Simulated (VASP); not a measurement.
# Pt (Immm) in VASP: notebook

Runs on Pt. Level: PBEsol. Tasks: single point.

All numbers are computed with VASP 6.6.1; they aren't measurements. Logs are shortened: lines on timing, memory, paths and dates and some standing lists are left out, and cuts for length are marked.

### Step 1. The cell of the first run

It takes space group Immm (No. 71, orthorhombic). Conventional cell: a = 2.727 Å, b = 2.810 Å, c = 3.916 Å, α = 90.00°, β = 90.00°, γ = 90.00°. Within 3.6 Å of Pt (site symmetry mmm) lie 12 Pt at 2.73 to 2.81 Å.

### Step 2. Single point, PBEsol (strain -0.0300 x Voigt [0, 0, 0, 0, 0, 1])

Input file INCAR:

```
  PREC = Accurate
  ENCUT = 520
  EDIFF = 1E-7
  ISMEAR = 0
  SIGMA = 0.15
  LREAL = F
  LASPH = T
  NELM = 100
  ALGO = Fast
  ISIF = 2
  LWAVE = F
  LCHARG = F
  GGA = PS
  NBANDS = 11
```

Input file KPOINTS:

```
Automatic mesh
0
Gamma
  20 20 20
```

Input file POSCAR:

```
Pt
1.0
   -0.0293685000      1.9579000000      1.9579000000
    1.9579000000     -0.0293685000      1.9579000000
    1.9285315000      1.9285315000      0.0000000000
Pt
1
Direct
    0.0000000000      0.0000000000      0.0000000000
```

Potentials or basis: VASP PAW PBE potentials, release 64 (Pt).

Launch:

```bash
$ cat potpaw_PBE.64/Pt/POTCAR > POTCAR
$ mpirun -np 1 vasp_std > vasp.out
```

OUTCAR:

```text
PREC = Accurate
   ENCUT = 520
   EDIFF = 1E-7
   ISMEAR = 0
   LREAL = F
   LASPH = T
   NELM = 100
   ISIF = 2
   GGA = PS

 ion  position               nearest neighbor table
   1  0.000  0.000  0.000-

  LATTYP: Found a body centered orthorhombic cell.
 ALAT       =     2.7273554028
 B/A-ratio  =     1.0304568528
 C/A-ratio  =     1.4357498095

  Lattice vectors:

 A1 = (   0.0293685000,  -1.9579000000,  -1.9579000000)
 A2 = (  -0.0293685000,   1.9579000000,  -1.9579000000)
 A3 = (   1.9579000000,  -0.0293685000,   1.9579000000)

Analysis of symmetry for initial positions (statically):
=====================================================================
 Subroutine PRICEL returns:
 Original cell was already a primitive cell.

 Routine SETGRP: Setting up the symmetry group for a
 body centered orthorhombic supercell.

 Subroutine GETGRP returns: Found  8 space group operations
 (whereof  8 operations were pure point group operations)
 out of a pool of  8 trial point group operations.

The static configuration has the point symmetry D_2h.

Analysis of symmetry for dynamics (positions and initial velocities):
=====================================================================
 Subroutine PRICEL returns:
 Original cell was already a primitive cell.

 Routine SETGRP: Setting up the symmetry group for a
 body centered orthorhombic supercell.

 Subroutine GETGRP returns: Found  8 space group operations
 (whereof  8 operations were pure point group operations)
 out of a pool of  8 trial point group operations.

The dynamic configuration has the point symmetry D_2h.

 Subroutine INISYM returns: Found  8 space group operations
 (whereof  8 operations are pure point group operations),
 and found     1 'primitive' translations

----------------------------------------------------------------------------------------

                                     Primitive cell

  volume of cell :      15.0073

  direct lattice vectors                    reciprocal lattice vectors
    -0.029368500  1.957900000  1.957900000    -0.251601633  0.251601633  0.255375658
     1.957900000 -0.029368500  1.957900000     0.251601633 -0.251601633  0.255375658
     1.928531500  1.928531500  0.000000000     0.259264627  0.259264627 -0.255375658

  length of vectors
     2.769044479  2.769044479  2.727355403     0.437976586  0.437976586  0.446825492

  position of ions in fractional coordinates (direct lattice)
     0.000000000  0.000000000  0.000000000

  ion indices of the primitive-cell ions
   primitive index   ion index
                 1           1

----------------------------------------------------------------------------------------

 KPOINTS: Automatic mesh

Automatic generation of k-mesh.
 Grid dimensions read from file:
 generate k-points for:   20   20   20

 Generating k-lattice:

  Cartesian coordinates                     Fractional coordinates (reciprocal lattice)
    -0.012580082  0.012580082  0.012768783     0.050000000  0.000000000  0.000000000
     0.012580082 -0.012580082  0.012768783     0.000000000  0.050000000  0.000000000
     0.012963231  0.012963231 -0.012768783     0.000000000  0.000000000  0.050000000

  Length of vectors
     0.021898829  0.021898829  0.022341275

  Shift w.r.t. Gamma in fractional coordinates (k-lattice)
     0.000000000  0.000000000  0.000000000

 Subroutine IBZKPT returns following result:
 ===========================================

 Found   1166 irreducible k-points:

 Following reciprocal coordinates:
            Coordinates               Weight
  0.000000  0.000000  0.000000      1.000000
  0.050000  0.000000  0.000000      4.000000
  0.100000  0.000000  0.000000      4.000000
  0.150000  0.000000  0.000000      4.000000
  0.200000  0.000000  0.000000      4.000000
  0.250000  0.000000  0.000000      4.000000
[... 16 lines left out ...]
 -0.400000  0.050000  0.000000      4.000000
 -0.350000  0.050000  0.000000      4.000000
 [... further k-points ...]
   k-points           NKPTS =   1166   k-points in BZ     NKDIM =   1166   number of bands    NBANDS=     11
   number of dos      NEDOS =    301   number of ions     NIONS =      1
   total plane-waves  NPLWV =  11520
   dimension x,y,z NGX =    24 NGY =   24 NGZ =   20
   dimension x,y,z NGXF=    48 NGYF=   48 NGZF=   40
   ions per type =               1
   NGX,Y,Z   is equivalent  to a cutoff of  14.41, 14.41, 12.19 a.u.
   NGXF,Y,Z  is equivalent  to a cutoff of  28.82, 28.82, 24.38 a.u.
 SYSTEM =  unknown system
   PREC   = accura    normal or accurate (medium, high low for compatibility)
   ISTART =      0    job   : 0-new  1-cont  2-samecut
   ICHARG =      2    charge: 1-file 2-atom 10-const
   ISPIN  =      1    spin polarized calculation?
   LNONCOLLINEAR =      F non collinear calculations
   LSORBIT =      F    spin-orbit coupling
   LASPH  =      T    aspherical Exc in radial PAW
   ENCUT  =  520.0 eV  38.22 Ry    6.18 a.u.   5.15  5.15  5.07*2*pi/ulx,y,z
   NELM   =    100;   NELMIN=  2; NELMDL= -5     # of ELM steps
   EDIFF  = 0.1E-06   stopping-criterion for ELM
   LREAL  =      F    real-space projection
   EDIFFG = 0.1E-05   stopping-criterion for IOM
   NSW    =      0    number of steps for IOM
   IBRION =     -1    ionic relax: 0-MD 1-quasi-New 2-CG
   NFREE  =      0    steps in history (QN), initial steepest desc. (CG)
   ISIF   =      2    stress and relaxation
   ISYM   =      2    0-nonsym 1-usesym 2-fastsym
   POTIM  = 0.5000    time-step for ionic-motion
   TEBEG  =    0.0;   TEEND  =   0.0 temperature during run
   PSTRESS=    0.0 pullay stress
   NELECT =      10.0000    total number of electrons
   NUPDOWN=      -1.0000    fix difference up-down
   EMIN   =  10.00;   EMAX   =-10.00  energy-range for DOS
   EFERMI =   0.00;   METHOD = LEGACY
   ISMEAR =     0;   SIGMA  =   0.15  broadening in eV -4-tet -1-fermi 0-gaus
   EFERMI_NEDOS =   21; number of points for ismear=-14 and -15
   IALGO  =     68    algorithm
   IMIX   =      4    mixing-type and parameters
     AMIX     =   0.40;   BMIX     =  1.00
     AMIX_MAG =   1.60;   BMIX_MAG =  1.00
  volume/ion in A,a.u.               =      15.01       101.27
  Fermi-wavevector in a.u.,A,eV,Ry     =   1.429904  2.702127 27.818821  2.044626
  Thomas-Fermi vector in A             =   2.549807
   LORBIT       =      0    0 simple, 1 ext, 2 COOP (PROOUT), +10 PAW based schemes
   GGA     = PS    functional components
   LHFCALC =     F    Hartree Fock is set to
   AEXX    =    0.0000 exact exchange contribution
   IVDW    =     0    specifies the selected vdW correction
   LEPSILON=     F    determine dielectric tensor
   LRPA    =     F    only Hartree local field effects (RPA)
 non-spin polarized calculation
 RMM-DIIS sequential band-by-band and
 Gauss-broadening in eV      SIGMA  =   0.15
  energy-cutoff  :      520.00
  volume of cell :       15.01
 maximum number of plane-waves:       416
 NGX is ok and might be reduce to    24
   NGX = 11   NGY = 11   NGZ = 11

 number of electron      10.0000000 magnetization

 Free energy of the ion-electron system (eV)
  ---------------------------------------------------
  ext. energy  EPLUGINS =         0.00000000
  ---------------------------------------------------
  free energy    TOTEN  =        -6.97095588 eV

  energy without entropy =       -6.95174255  energy(sigma->0) =       -6.96134921

 E-fermi :  11.1964     XC(G=0): -13.6561

 val. band max:       11.1963381765   @ k =   0.4500   0.0000   0.1500
 cond. band min:      11.1985238273   @ k =   0.5000   0.2000   0.0500
 fundamental gap:      0.0021856508
 Fermi energy:        11.1963627979

 k-point     1 :       0.0000    0.0000    0.0000
  band No.  band energies     occupation
      1       0.8389      2.00000
      2       7.1762      2.00000
      3       7.3246      2.00000
      4       7.5438      2.00000
      5       9.5617      2.00000
      6       9.5713      2.00000
      7      25.7880      0.00000
      8      30.3078      0.00000
      9      30.8015      0.00000
     10      31.2854      0.00000
     11      36.1059      0.00000

 k-point     2 :       0.0500    0.0000    0.0000
  band No.  band energies     occupation
      1       0.9377      2.00000
      2       7.1571      2.00000
      3       7.3348      2.00000
      4       7.5829      2.00000
      5       9.5434      2.00000
      6       9.5526      2.00000
      7      25.9384      0.00000
      8      29.8981      0.00000
      9      30.8469      0.00000
     10      31.4347      0.00000
     11      36.6968      0.00000

 k-point     3 :       0.1000    0.0000    0.0000
  band No.  band energies     occupation
      1       1.2266      2.00000
      2       7.0687      2.00000
      3       7.4002      2.00000
      4       7.6879      2.00000
      5       9.5038      2.00000
      6       9.5117      2.00000
      7      26.3538      0.00000
      8      28.7707      0.00000
      9      31.2706      0.00000
     10      31.8725      0.00000
     11      37.6707      0.00000

 k-point     4 :       0.1500    0.0000    0.0000
  band No.  band energies     occupation
      1       1.6813      2.00000
      2       6.9426      2.00000
      3       7.4966      2.00000
      4       7.8175      2.00000
      5       9.4906      2.00000
      6       9.4946      2.00000
      7      26.8653      0.00000
      8      27.4442      0.00000
      9      31.9944      0.00000
     10      32.5665      0.00000
     11      36.5855      0.00000

 k-point     5 :       0.2000    0.0000    0.0000
  band No.  band energies     occupation
      1       2.2502      2.00000
      2       6.8628      2.00000
      3       7.5589      2.00000
      4       7.9031      2.00000
      5       9.5663      2.00000
      6       9.5780      2.00000
      7      25.8306      0.00000
      8      27.4566      0.00000
      9      32.9191      0.00000
     10      33.4480      0.00000
     11      35.1708      0.00000
[... 211 lines left out ...]
 k-point    21 :       0.5000    0.0500    0.0000
  band No.  band energies     occupation
      1       3.8023      2.00000
      2       7.0780      2.00000
      3       7.5609      2.00000
      4       9.8017      2.00000
      5      11.2985      0.33549
      6      11.7934      0.00000
      7      16.8646      0.00000
      8      25.6138      0.00000
      9      30.0069      0.00000
     10      30.4749      0.00000
     11      39.6593      0.00000

 k-point    22 :      -0.4500    0.0500    0.0000
  band No.  band energies     occupation
      1       3.8025      2.00000
      2       7.0905      2.00000
      3       7.5617      2.00000
      4       9.7534      2.00000
      5      11.1766      1.14818
      6      11.7150      0.00000
      7      17.1030      0.00000
      8      25.6511      0.00000
      9      29.8492      0.00000
     10      30.7986      0.00000
     11      39.3384      0.00000

 k-point    23 :      -0.4000    0.0500    0.0000
  band No.  band energies     occupation
      1       3.7895      2.00000
      2       7.1542      2.00000
      3       7.6119      2.00000
      4       9.1152      2.00000
      5      10.8900      1.99613
      6      11.3456      0.15943
      7      18.3492      0.00000
      8      25.8957      0.00000
      9      30.1116      0.00000
     10      31.5741      0.00000
     11      38.2522      0.00000

 k-point    24 :      -0.3500    0.0500    0.0000
  band No.  band energies     occupation
      1       3.7193      2.00000
      2       7.2568      2.00000
      3       7.7048      2.00000
      4       8.2073      2.00000
      5      10.4922      2.00000
      6      10.9614      1.97325
      7      20.0520      0.00000
      8      26.3322      0.00000
      9      30.7238      0.00000
     10      32.7529      0.00000
     11      36.7323      0.00000

 [... further k-points ...]

------------------------ aborting loop because EDIFF is reached ----------------------------------------

  FORCE on cell =-STRESS in cart. coord.  units (eV):
  Direction    XX          YY          ZZ          XY          YZ          ZX
  --------------------------------------------------------------------------------------
  -------------------------------------------------------------------------------------
  Total        0.0713281      0.0713281     -0.0103550      0.2342108      0.0000000      0.0000000
  in kB        7.6149557      7.6149557     -1.1054928     25.0042384      0.0000000      0.0000000
  external PRESSURE =       4.7081395 kB  Pullay stress =       0.0000000 kB

 VOLUME and BASIS-vectors are now :
 -----------------------------------------------------------------------------
  energy-cutoff  :      520.00
  volume of cell :       15.01
      direct lattice vectors                 reciprocal lattice vectors
    -0.029368500  1.957900000  1.957900000    -0.251601633  0.251601633  0.255375658
     1.957900000 -0.029368500  1.957900000     0.251601633 -0.251601633  0.255375658
     1.928531500  1.928531500  0.000000000     0.259264627  0.259264627 -0.255375658

 POSITION                                       TOTAL-FORCE (eV/Angst)
 -----------------------------------------------------------------------------------
      0.00000      0.00000      0.00000        -0.000000      0.000000      0.000000
 -----------------------------------------------------------------------------------
    total drift:                                0.000000      0.000000     -0.000000

  FREE ENERGIE OF THE ION-ELECTRON SYSTEM (eV)
  ---------------------------------------------------
  free  energy   TOTEN  =        -6.9709558807 eV

  energy  without entropy=       -6.9517425478  energy(sigma->0) =       -6.96134921
```

Run time: 2.9 min. Hardware: 1 thread of Intel Xeon Platinum 8259CL at 2.50GHz (Skylake/Cascade Lake), shared host; peak memory 0.3 GiB.

What came out:

| Item | Value |
| --- | --- |
| Free energy | -6.9710 eV |
| Pressure | 0.5 GPa |
| Band gap on the k mesh | zero (band 5 reaches 11.72 eV, above the bottom of band 6 at 9.40 eV) |

Stress tensor (GPa, compression positive):
```
 0.76  2.50  0.00
 2.50  0.76  0.00
 0.00  0.00 -0.11
```

Levels at points of the mesh, in eV from the Fermi level:
```
           k point  band 1  band 2  band 3  band 4  band 5  band 6  band 7  band 8  band 9  band 10
(0.00, 0.00, 0.00)  -10.36   -4.02   -3.87   -3.65   -1.63   -1.63   14.59   19.11   19.61    20.09
(0.50, 0.00, 0.00)   -7.47   -4.06   -3.71   -0.70   -0.08    0.10    5.63   14.27   18.99    19.42
(0.50, 0.50, 0.00)   -7.18   -6.70    0.02    0.48    0.52    1.69    8.88   10.79   11.92    20.10
(0.00, 0.00, 0.50)   -7.39   -4.09   -3.74   -0.44   -0.01    0.16    6.06   14.05   18.54    18.96
(0.50, 0.00, 0.50)   -7.17   -6.71   -0.01    0.49    0.52    1.70    8.89   11.35   11.35    20.15
```

Caveat: the cell differs from its parent crystal (strain -0.0300 x Voigt [0, 0, 0, 0, 0, 1]); the PAW data sets were made with another functional, which shifts forces and pressure a little; spin-orbit coupling is left out, which moves the levels of the heavy elements.

### Step 3. Single point, PBEsol (strain +0.0150 x Voigt [0, 0, 0, 0, 0, 1])

Input file INCAR:

```
SYSTEM = Pt
ALGO = Fast ; EDIFF = 1E-6
ENCUT = 520 ; GGA = PS
ISIF = 2 ; ISMEAR = 0
LASPH = .TRUE. ; LCHARG = .FALSE.
LREAL = .FALSE. ; LWAVE = .FALSE.
NBANDS = 11 ; NELM = 80
PREC = Accurate ; SIGMA = 0.15
```

Input file KPOINTS:

```
k-points
0
G
  20 20 20
  0 0 0
```

Input file POSCAR:

```
Pt
1.0
    0.0146842500      1.9579000000      1.9579000000
    1.9579000000      0.0146842500      1.9579000000
    1.9725842500      1.9725842500      0.0000000000
Pt
1
Direct
    0.0000000000      0.0000000000      0.0000000000
```

Potentials or basis: VASP PAW PBE potentials, release 64 (Pt).

Launch:

```bash
$ cat potpaw_PBE.64/Pt/POTCAR > POTCAR
$ mpirun -np 1 vasp_std > vasp.out
```

Run time: 2.9 min. Hardware: 1 thread of Intel Xeon Platinum 8259CL at 2.50GHz (Skylake/Cascade Lake), shared host; peak memory 0.31 GiB.

It converged, with:

* Free energy: -6.9736 eV
* Pressure: 0.2 GPa
* Band gap on the k mesh: zero (band 5 reaches 11.70 eV, above the bottom of band 6 at 9.42 eV)

Stress tensor (GPa, compression positive):
```
 0.32 -1.23  0.00
-1.23  0.32  0.00
 0.00  0.00  0.10
```

Levels at points of the mesh, in eV from the Fermi level:
```tsv
k point	band 2	band 3	band 4	band 5	band 6	band 7	band 8	band 9
(0.00, 0.00, 0.00)	-3.93	-3.85	-3.75	-1.64	-1.64	14.60	19.35	19.59
(0.50, 0.00, 0.00)	-4.00	-3.82	-0.51	0.01	0.10	5.94	14.10	18.75
(0.50, 0.50, 0.00)	-6.70	0.02	0.48	0.50	1.69	8.87	11.06	11.63
(0.00, 0.00, 0.50)	-3.98	-3.80	-0.64	-0.02	0.07	5.73	14.21	18.97
(0.50, 0.00, 0.50)	-6.70	0.01	0.49	0.50	1.69	8.88	11.34	11.34
```

Caveat: the cell differs from its parent crystal (strain +0.0150 x Voigt [0, 0, 0, 0, 0, 1]); the PAW data sets were made with another functional, which shifts forces and pressure a little; spin-orbit coupling is left out, which moves the levels of the heavy elements.
